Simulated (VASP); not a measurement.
Write the native input for VASP 6.6.1 that does the following.

```yaml
Task: single point
Functional: PBEsol
Potentials_or_basis: VASP PAW PBE potentials, release 64 (Pb_d, O)
Cutoff: 520 eV
k_mesh: 4 × 4 × 4
Occupations: fermi-dirac, width 0.15 eV
Spin: no spin polarisation
Dipole_correction: no
Further_INCAR_settings: ALGO = Normal; EDIFF = 1e-07; NBANDS = 43
```

The structure of Pb2O lies in POSCAR:

```
Pb2O
1.0
    4.9910325441      0.0000000000      0.0000000000
    0.0000000000      4.9910325441      0.0000000000
    0.0000000000      0.0000000000      4.9910325441
Pb O
4 2
Direct
    0.2500000000      0.2500000000      0.2500000000
    0.7500000000      0.7500000000      0.2500000000
    0.2500000000      0.7500000000      0.7500000000
    0.7500000000      0.2500000000      0.7500000000
    0.0000000000      0.0000000000      0.0000000000
    0.5000000000      0.5000000000      0.5000000000
```

These files were run (other wordings do the same):

INCAR

```
SYSTEM = Pb2O
PREC = Accurate
ENCUT = 520
EDIFF = 1E-7
ISMEAR = -1
SIGMA = 0.15
LREAL = .FALSE.
LASPH = .TRUE.
NELM = 80
ALGO = Normal
ISIF = 2
LWAVE = .FALSE.
LCHARG = .TRUE.
GGA = PS
LELF = .TRUE.
LVHAR = .TRUE.
NBANDS = 43
```

KPOINTS

```
Automatic mesh
0
G
  4 4 4
  0 0 0
```

Potentials or basis: VASP PAW PBE potentials, release 64 (Pb_d, O).

Run with:

```sh
$ cat potpaw_PBE.64/Pb_d/POTCAR potpaw_PBE.64/O/POTCAR > POTCAR
$ mpirun -np 1 vasp_std > vasp.out
```

Results of the run:

```yaml
Pressure: 20.1 GPa
Band_gap_on_the_k_mesh: zero (bands 34 and 35 overlap by 0.70 eV)
```

Caveat: the cell stands under pressure; semilocal functionals underestimate gaps, and a narrow one can read as zero; the PAW data sets were made with another functional, which shifts forces and pressure a little; spin-orbit coupling is left out, which moves the levels of the heavy elements.

It took 2.2 min on 1 thread of Intel Xeon 8259CL, with other jobs on the host, peak memory 0.22 GiB.
